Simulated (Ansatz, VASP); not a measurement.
## One calculation of BAs, two programs

POSCAR

```
BAs
1.0
    0.0000000000      2.4840400000      2.1974200000
    2.4840400000      0.0000000000      2.1974200000
    2.4840400000      2.4840400000      0.0000000000
B As
1 1
Direct
    0.0000000000      0.0000000000      0.0000000000
    0.7500000000      0.7500000000      0.7500000000
```

File INCAR.step1:

```
SYSTEM = BAs
PREC = Accurate ; ENCUT = 520
ISMEAR = 0 ; SIGMA = 0.05
LREAL = .FALSE. ; LASPH = .TRUE.
NELM = 80 ; NBANDS = 11
GGA = PE ; ALGO = Normal
EDIFF = 1E-4 ; LWAVE = .TRUE.
LCHARG = .FALSE.
```

Contents of INCAR.step2:

```
SYSTEM = BAs
PREC = Accurate ; ENCUT = 520
EDIFF = 1E-7 ; ISMEAR = 0
SIGMA = 0.05 ; LREAL = .FALSE.
LASPH = .TRUE. ; NELM = 80
ALGO = Normal ; ISIF = 2
LWAVE = .FALSE. ; LCHARG = .FALSE.
METAGGA = R2SCAN ; LMIXTAU = .TRUE.
NBANDS = 11 ; ISTART = 1
```

Contents of KPOINTS:

```
regular mesh
0
G
  10 10 10
  0 0 0
```

Input for Ansatz:

```yaml
crystal:
  lattice:
    - [0.0, 2.48404, 2.19742]
    - [2.48404, 0.0, 2.19742]
    - [2.48404, 2.48404, 0.0]
  atoms:
    - { symbol: B, position: [0.0, 0.0, 0.0] }
    - { symbol: As, position: [0.75, 0.75, 0.75] }
basis:
  ecutwfc: 500
kpoints:
  mp_grid: { grid: [10, 10, 10] }
hamiltonian:
  xc: r2scan
scf:
  occupations: { method: gaussian, width: 0.05 }
output:
  forces: true
  stress: true
  eigenvalues: true
```

Change from the starting cell: strain +0.040 along x and y, -0.080 along z, atoms carried along.

Alike in both runs: task single point; functional r2SCAN; k mesh 10 × 10 × 10; occupations gaussian, width 0.05 eV; no spin polarisation.

|  | VASP | Ansatz |
| --- | --- | --- |
| version | VASP 6.6.1 | Ansatz 0.2.0 |
| potentials or method | VASP PAW PBE potentials, release 64 (B, As), cutoff 520 eV | scalar-relativistic, plane waves, PAW |
| valence electrons in the cell | 8 | 18 |

Ansatz gave:

| Item | Value |
| --- | --- |
| gap on the k mesh at the Fermi level (eV) | none |
| pressure (GPa) | 1.2 |
| traceless stress, the component that is largest in VASP (GPa) | 14.88 |

Problem. Which values does VASP return?

Solution. gap on the k mesh at the Fermi level (eV): none; pressure (GPa): 1.4; traceless stress, the component that is largest in VASP (GPa): 14.85.

VASP's potentials were made for PBE, not for r2SCAN. A gap of «none» marks a metal or a gap that the smearing closes. VASP's potentials hold 8 valence electrons a cell and Ansatz's 18, so a difference there can come from the potentials and not from the codes.
